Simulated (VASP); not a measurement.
# BaTiO3 (P1) in VASP: single point with r2SCAN+U

Aim: the single point of BaTiO3 with r2SCAN+U.

Program: VASP 6.6.1. These are calculated values, not measurements. Logs are shortened: lines on timing, memory, paths and dates and some standing lists are left out, and cuts for length are marked.

**1. The cell of the first run**

The typed cell holds 5 atoms: a = 4.019 Å, b = 4.067 Å, c = 3.973 Å, α = 89.38°, β = 90.96°, γ = 89.53°.

**2. Single point, r2SCAN+U (atoms moved at random and the cell strained at random)**

POSCAR reads:

```
BaTiO3
1.0
    4.0189850844      0.0354497736     -0.0117126157
    0.0168723685      2.8605731336      2.8914587066
   -0.0335714482     -2.7936919978      2.8247074464
Ba Ti O
1 1 3
Direct
   -0.0219907766     -0.0322072487      0.0388542617
    0.5031466519      0.4999312440      0.5211850599
    0.0772167223      0.5319987841      0.4591415348
    0.4947519352      0.4918303680      1.0023879593
    0.4468754672      1.0046668526      0.4746511843
```

INCAR.step1 reads:

```
PREC = Accurate
ENCUT = 520
ISMEAR = 0
SIGMA = 0.05
LREAL = F
LASPH = T
NELM = 150
LMAXMIX = 4
LDAU = T
LDAUTYPE = 2
LDAUL = -1 2 -1
LDAUU = 0 4 0
LDAUJ = 0 0 0
NBANDS = 28
GGA = PE
ALGO = Normal
EDIFF = 1E-4
LWAVE = T
LCHARG = F
```

INCAR.step2 reads:

```
PREC = Accurate
ENCUT = 520
EDIFF = 1E-6
ISMEAR = 0
SIGMA = 0.05
LREAL = F
LASPH = T
NELM = 150
ALGO = Normal
ISIF = 2
LWAVE = F
LCHARG = T
LMAXMIX = 4
LDAU = T
LDAUTYPE = 2
LDAUL = -1 2 -1
LDAUU = 0 4 0
LDAUJ = 0 0 0
LDAUPRINT = 1
METAGGA = R2SCAN
LMIXTAU = T
LELF = T
LVHAR = T
NBANDS = 28
ISTART = 1
```

KPOINTS reads:

```
Automatic mesh
0
Gamma
  6 6 6
```

Potentials or basis: VASP PAW PBE potentials, release 64 (Ba_sv, Ti_sv, O).

Command:

```sh
$ cat potpaw_PBE.64/Ba_sv/POTCAR potpaw_PBE.64/Ti_sv/POTCAR potpaw_PBE.64/O/POTCAR > POTCAR
$ cp INCAR.step1 INCAR
$ mpirun -np 1 vasp_std > vasp.out
$ cp INCAR.step2 INCAR
$ mpirun -np 1 vasp_std > vasp.out
```

OUTCAR:

```text
PREC = Accurate
   ENCUT = 520
   EDIFF = 1E-6
   ISMEAR = 0
   LREAL = F
   LASPH = T
   NELM = 150
   ISIF = 2
   METAGGA = R2SCAN
   ISTART = 1

 ion  position               nearest neighbor table
   1  0.978  0.968  0.039-   3 2.45   5 2.54   4 2.76   5 2.78   4 2.83   4 2.87   3 2.88   3 2.95
                             5 2.96   4 2.99   5 3.07   3 3.27   2 3.32   2 3.39   2 3.39   2 3.48
   2  0.503  0.500  0.521-   3 1.73   4 1.91   5 2.04   4 2.06   5 2.07   3 2.33   1 3.32   1 3.39
                             1 3.39   1 3.48   1 3.50   1 3.53   1 3.58   1 3.67
   3  0.077  0.532  0.459-   2 1.73   2 2.33   1 2.45   1 2.88   1 2.95   1 3.27
   4  0.495  0.492  0.002-   2 1.91   2 2.06   1 2.76   1 2.83   1 2.87   1 2.99
   5  0.447  0.005  0.475-   2 2.04   2 2.07   1 2.54   1 2.78   1 2.96   1 3.07

  LATTYP: Found a triclinic cell.
 ALAT       =     6.9691861101
 B/A-ratio  =     1.3045741698
 C/A-ratio  =     0.5767041414
 COS(alpha) =     0.0001000571
 COS(beta)  =     0.5720025187
 COS(gamma) =     0.7796723757

  Lattice vectors:

 A1 = (  -4.0022860047,  -0.1023309094,  -5.7044535373)
 A2 = (  -0.0001732888,  -2.9274542694,  -8.6076248596)
 A3 = (  -4.0189850844,  -0.0354497736,   0.0117126157)

Analysis of symmetry for initial positions (statically):
=====================================================================
 Subroutine PRICEL returns:
 Original cell was already a primitive cell.

 Routine SETGRP: Setting up the symmetry group for a
 triclinic supercell.

 Subroutine GETGRP returns: Found  1 space group operations
 (whereof  1 operations were pure point group operations)
 out of a pool of  2 trial point group operations.

The static configuration has the point symmetry C_1 .

Analysis of symmetry for dynamics (positions and initial velocities):
=====================================================================
 Subroutine PRICEL returns:
 Original cell was already a primitive cell.

 Routine SETGRP: Setting up the symmetry group for a
 triclinic supercell.

 Subroutine GETGRP returns: Found  1 space group operations
 (whereof  1 operations were pure point group operations)
 out of a pool of  2 trial point group operations.

The dynamic configuration has the point symmetry C_1 .

 Subroutine INISYM returns: Found  1 space group operations
 (whereof  1 operations are pure point group operations),
 and found     1 'primitive' translations

----------------------------------------------------------------------------------------

                                     Primitive cell

  volume of cell :      64.9336

  direct lattice vectors                    reciprocal lattice vectors
     4.018985084  0.035449774 -0.011712616     0.248840892 -0.002228893  0.000753037
     0.016872368  2.860573134  2.891458707    -0.001038196  0.174825811  0.172893875
    -0.033571448 -2.793691998  2.824707446     0.002094546 -0.178966399  0.177042519

  length of vectors
     4.019158492  4.067394348  3.973010720     0.248852013  0.245880934  0.251748709

  position of ions in fractional coordinates (direct lattice)
     0.978009223  0.967792751  0.038854262
     0.503146652  0.499931244  0.521185060
     0.077216722  0.531998784  0.459141535
     0.494751935  0.491830368  0.002387959
     0.446875467  0.004666853  0.474651184

  ion indices of the primitive-cell ions
   primitive index   ion index
                 1           1
                 2           2
                 3           3
                 4           4
                 5           5
[... 60 lines left out ...]
   NGX,Y,Z   is equivalent  to a cutoff of  12.41, 12.26, 12.55 a.u.
   NGXF,Y,Z  is equivalent  to a cutoff of  24.82, 24.52, 25.11 a.u.
 SYSTEM =  unknown system
   PREC   = accura    normal or accurate (medium, high low for compatibility)
   ISTART =      1    job   : 0-new  1-cont  2-samecut
   ICHARG =      0    charge: 1-file 2-atom 10-const
   ISPIN  =      1    spin polarized calculation?
   LNONCOLLINEAR =      F non collinear calculations
   LSORBIT =      F    spin-orbit coupling
   LASPH  =      T    aspherical Exc in radial PAW
   ENCUT  =  520.0 eV  38.22 Ry    6.18 a.u.   7.47  7.56  7.39*2*pi/ulx,y,z
   NELM   =    150;   NELMIN=  2; NELMDL=  0     # of ELM steps
   EDIFF  = 0.1E-05   stopping-criterion for ELM
   LREAL  =      F    real-space projection
   EDIFFG = 0.1E-04   stopping-criterion for IOM
   NSW    =      0    number of steps for IOM
   IBRION =     -1    ionic relax: 0-MD 1-quasi-New 2-CG
   NFREE  =      0    steps in history (QN), initial steepest desc. (CG)
   ISIF   =      2    stress and relaxation
   ISYM   =      2    0-nonsym 1-usesym 2-fastsym
   POTIM  = 0.5000    time-step for ionic-motion
   TEBEG  =    0.0;   TEEND  =   0.0 temperature during run
   PSTRESS=    0.0 pullay stress
   NELECT =      40.0000    total number of electrons
   NUPDOWN=      -1.0000    fix difference up-down
   EMIN   =  10.00;   EMAX   =-10.00  energy-range for DOS
   EFERMI =   0.00;   METHOD = LEGACY
   ISMEAR =     0;   SIGMA  =   0.05  broadening in eV -4-tet -1-fermi 0-gaus
   EFERMI_NEDOS =   21; number of points for ismear=-14 and -15
   IALGO  =     38    algorithm
   IMIX   =      4    mixing-type and parameters
     AMIX     =   0.40;   BMIX     =  1.00
     AMIX_MAG =   1.60;   BMIX_MAG =  1.00
  volume/ion in A,a.u.               =      12.99        87.64
  Fermi-wavevector in a.u.,A,eV,Ry     =   1.392959  2.632311 26.399866  1.940335
  Thomas-Fermi vector in A             =   2.516652
   LORBIT       =      0    0 simple, 1 ext, 2 COOP (PROOUT), +10 PAW based schemes
 LDA+U is selected, type is set to LDAUTYPE =  2
   angular momentum for each species LDAUL =    -1    2   -1
   U (eV)           for each species LDAUU =   0.0  4.0  0.0
   J (eV)           for each species LDAUJ =   0.0  0.0  0.0
   METAGGA = R2SCAN    functional components
   LHFCALC =     F    Hartree Fock is set to
   AEXX    =    0.0000 exact exchange contribution
   IVDW    =     0    specifies the selected vdW correction
   LEPSILON=     F    determine dielectric tensor
   LRPA    =     F    only Hartree local field effects (RPA)
 non-spin polarized calculation
 Gauss-broadening in eV      SIGMA  =   0.05
  energy-cutoff  :      520.00
  volume of cell :       64.93
 maximum number of plane-waves:      1776
 NGX is ok and might be reduce to    30
   NGX = 15   NGY = 15   NGZ = 15

atom =   2  type =  2  l = 2

 onsite density matrix

spin component  1

  0.1167  0.0025  0.0203 -0.0101 -0.0231
  0.0025  0.2277 -0.0012 -0.0014  0.0063
  0.0203 -0.0012  0.1441 -0.0036 -0.0836
 -0.0101 -0.0014 -0.0036  0.1081  0.0079
 -0.0231  0.0063 -0.0836  0.0079  0.2372

spin component  2

  0.1167  0.0025  0.0203 -0.0101 -0.0231
  0.0025  0.2277 -0.0012 -0.0014  0.0063
  0.0203 -0.0012  0.1441 -0.0036 -0.0836
 -0.0101 -0.0014 -0.0036  0.1081  0.0079
 -0.0231  0.0063 -0.0836  0.0079  0.2372

 occupancies and eigenvectors

  o =  0.0922  v =  0.3747  0.0079 -0.7892  0.2616 -0.4101  0.0000  0.0000  0.0000  0.0000  0.0000      0.0000  0.0000  0.0000  0.0000  0.0000  0.0000  0.0000  0.0000  0.0000  0.0000
  o =  0.0922  v =  0.0000  0.0000  0.0000  0.0000  0.0000  0.3747  0.0079 -0.7892  0.2616 -0.4101      0.0000  0.0000  0.0000  0.0000  0.0000  0.0000  0.0000  0.0000  0.0000  0.0000
  o =  0.1029  v = -0.4730  0.0103 -0.3478 -0.7689 -0.2530  0.0000  0.0000  0.0000  0.0000  0.0000      0.0000  0.0000  0.0000  0.0000  0.0000  0.0000  0.0000  0.0000  0.0000  0.0000
  o =  0.1029  v =  0.0000  0.0000  0.0000  0.0000  0.0000 -0.4730  0.0103 -0.3478 -0.7689 -0.2530      0.0000  0.0000  0.0000  0.0000  0.0000  0.0000  0.0000  0.0000  0.0000  0.0000
  o =  0.1187  v =  0.7777 -0.0382  0.0561 -0.5805  0.2315  0.0000  0.0000  0.0000  0.0000  0.0000      0.0000  0.0000  0.0000  0.0000  0.0000  0.0000  0.0000  0.0000  0.0000  0.0000
  o =  0.1187  v =  0.0000  0.0000  0.0000  0.0000  0.0000  0.7777 -0.0382  0.0561 -0.5805  0.2315      0.0000  0.0000  0.0000  0.0000  0.0000  0.0000  0.0000  0.0000  0.0000  0.0000
  o =  0.2275  v =  0.0000  0.0000  0.0000  0.0000  0.0000  0.0459  0.9957  0.0536 -0.0210 -0.0554      0.0000  0.0000  0.0000  0.0000  0.0000  0.0000  0.0000  0.0000  0.0000  0.0000
  o =  0.2275  v =  0.0459  0.9957  0.0536 -0.0210 -0.0554  0.0000  0.0000  0.0000  0.0000  0.0000      0.0000  0.0000  0.0000  0.0000  0.0000  0.0000  0.0000  0.0000  0.0000  0.0000
  o =  0.2926  v =  0.0000  0.0000  0.0000  0.0000  0.0000 -0.1702  0.0828 -0.5001  0.0545  0.8433      0.0000  0.0000  0.0000  0.0000  0.0000  0.0000  0.0000  0.0000  0.0000  0.0000
  o =  0.2926  v = -0.1702  0.0828 -0.5001  0.0545  0.8433  0.0000  0.0000  0.0000  0.0000  0.0000      0.0000  0.0000  0.0000  0.0000  0.0000  0.0000  0.0000  0.0000  0.0000  0.0000

 number of electron      40.0000005 magnetization

 Free energy of the ion-electron system (eV)
  ---------------------------------------------------
  ext. energy  EPLUGINS =         0.00000000
  ---------------------------------------------------
  free energy    TOTEN  =       -70.17722241 eV

  energy without entropy =      -70.17722241  energy(sigma->0) =      -70.17722241

 E-fermi :   4.1175     XC(G=0): -11.7997

 val. band max:        3.7346225195   @ k =   0.5000   0.5000   0.5000
 cond. band min:       6.6601428713   @ k =   0.0000   0.0000   0.0000
 fundamental gap:      2.9255203518
 Fermi energy:         4.1175453171

 k-point     1 :       0.0000    0.0000    0.0000
  band No.  band energies     occupation
      1     -56.0081      2.00000
      2     -31.3595      2.00000
      3     -31.1085      2.00000
      4     -31.0869      2.00000
      5     -21.9447      2.00000
      6     -14.4317      2.00000
[... 733 lines left out ...]
     27      11.9489      0.00000
     28      12.8961      0.00000

 [... further k-points ...]

------------------------ aborting loop because EDIFF is reached ----------------------------------------

  FORCE on cell =-STRESS in cart. coord.  units (eV):
  Direction    XX          YY          ZZ          XY          YZ          ZX
  --------------------------------------------------------------------------------------
  -------------------------------------------------------------------------------------
  Total        6.9680207      5.8272483      2.2520781     -0.7194244     -0.7565075      0.7182817
  in kB      171.9296339    143.7821018     55.5679989    -17.7511480    -18.6661412     17.7229535
  external PRESSURE =     123.7599116 kB  Pullay stress =       0.0000000 kB

 VOLUME and BASIS-vectors are now :
 -----------------------------------------------------------------------------
  energy-cutoff  :      520.00
  volume of cell :       64.93
      direct lattice vectors                 reciprocal lattice vectors
     4.018985084  0.035449774 -0.011712616     0.248840892 -0.002228893  0.000753037
     0.016872368  2.860573134  2.891458707    -0.001038196  0.174825811  0.172893875
    -0.033571448 -2.793691998  2.824707446     0.002094546 -0.178966399  0.177042519

 POSITION                                       TOTAL-FORCE (eV/Angst)
 -----------------------------------------------------------------------------------
      3.94563      2.69457      2.89663         0.491781      2.080683     -0.053847
      2.01308     -0.00810      2.91183         0.712089     -0.290197     -0.549099
      0.30389      0.24186      2.83429        -5.303689     -1.715236      0.115270
      1.99662      1.41778      1.42306         1.484854      0.571662     -0.484439
      1.78013     -1.29684      1.34901         2.614965     -0.646913      0.972114
 -----------------------------------------------------------------------------------
    total drift:                                0.003411      0.001349      0.005043

  FREE ENERGIE OF THE ION-ELECTRON SYSTEM (eV)
  ---------------------------------------------------
  free  energy   TOTEN  =       -70.1772224073 eV

  energy  without entropy=      -70.1772224073  energy(sigma->0) =      -70.17722241
```

It took 13 min on 1 thread of Intel Xeon Platinum 8375C at 2.90GHz (Ice Lake), shared host; peak memory 0.32 GiB.

What came out:

* Free energy: -70.1772 eV
* Pressure: 12.4 GPa
* Largest force: 5.575 eV/Å
* Band gap on the k mesh: 2.93 eV (least direct gap 3.13 eV)

Forces on the atoms (eV/Å):
```
Ba   0.492  2.081 -0.054
Ti   0.712 -0.290 -0.549
O   -5.304 -1.715  0.115
O    1.485  0.572 -0.484
O    2.615 -0.647  0.972
```

Eigenvalues of the final occupation matrices:
```csv
site,spin,trace,eigenvalues
site 2 d,1,0.83,0.09 0.10 0.12 0.23 0.29
site 2 d,2,0.83,0.09 0.10 0.12 0.23 0.29
```

Caveat: the cell differs from its parent crystal (atoms moved at random and the cell strained at random); the stress differs along the axes, from 6 to 17 GPa; the PAW data sets were made with another functional, which shifts forces and pressure a little; spin-orbit coupling is left out, which moves the levels of the heavy elements. A k mesh can miss the band edges.
